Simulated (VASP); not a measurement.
A run of VASP 6.6.1 is set up as follows.

POSCAR

```
Ba
1.0
   -2.5367939014      2.5367939014      2.5367939014
    2.5367939014     -2.5367939014      2.5367939014
    2.5367939014      2.5367939014     -2.5367939014
Ba
1
Direct
    0.0000000000      0.0000000000      0.0000000000
```

INCAR.step1

```
PREC = Accurate
ENCUT = 520
ISMEAR = 0
SIGMA = 0.1
LREAL = False
LASPH = True
NELM = 80
NBANDS = 11
GGA = PE
ALGO = Normal
EDIFF = 1E-4
LWAVE = True
LCHARG = False
```

File INCAR.step2:

```
PREC = Accurate
ENCUT = 520
EDIFF = 1E-7
ISMEAR = 0
SIGMA = 0.1
LREAL = False
LASPH = True
NELM = 80
ALGO = Normal
ISIF = 2
LWAVE = False
LCHARG = True
METAGGA = R2SCAN
LMIXTAU = True
LELF = True
LVHAR = True
NBANDS = 11
ISTART = 1
```

Contents of KPOINTS:

```
regular mesh
0
Gamma
  9 9 9
```

Potentials or basis: VASP PAW PBE potentials, release 64 (Ba_sv).

The run is started by

```console
$ cat potpaw_PBE.64/Ba_sv/POTCAR > POTCAR
$ cp INCAR.step1 INCAR
$ mpirun -np 1 vasp_std > vasp.out
$ cp INCAR.step2 INCAR
$ mpirun -np 1 vasp_std > vasp.out
```

**Question.** Predict the pressure.

**Answer.** 0.0 GPa.

**Question.** Predict the band gap on the k mesh.

**Answer.** Zero (bands 5 and 6 overlap by 0.94 eV).

Caveat: the PAW data sets were made with another functional, which shifts forces and pressure a little; spin-orbit coupling is left out, which moves the levels of the heavy elements.
